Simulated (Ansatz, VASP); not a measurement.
C in VASP and in Ansatz

```
C
1.0
     2.54074    0.00000    0.00000
    -1.27037    2.20035    0.00000
     0.00000    0.00000    4.16837
C
4
Cartesian
  0.0000 1.4669 0.0007
  1.2704 0.7334 2.0849
  0.0000 1.4669 1.5624
  1.2704 0.7334 3.6466
```

Change from the starting cell: epitaxial_xy strain +1.5%.

Alike in both runs: task single point; functional r2SCAN; k mesh 12 × 12 × 6; no spin polarisation.

|  | VASP | Ansatz |
| --- | --- | --- |
| version | VASP 6.6.1 | Ansatz 0.2.0 |
| potentials or method | VASP PAW PBE potentials, release 64 (C) | plane waves, PAW |
| plane-wave cutoff (eV) | 520 | 500 |
| occupations | gaussian, width 0.01 eV | fixed |
| valence electrons in the cell | 16 | 16 |

|  | VASP | Ansatz | Ansatz less VASP |
| --- | --- | --- | --- |
| gap on the k mesh at the Fermi level (eV) | 3.67 | 3.70 | +0.033 |
| pressure (GPa) | -11.5 | -12.5 | -1.00 |
| traceless stress, the component that is largest in VASP (GPa) | 12.52 | 12.47 | -0.041 |

VASP's potentials were made for PBE, not for r2SCAN.
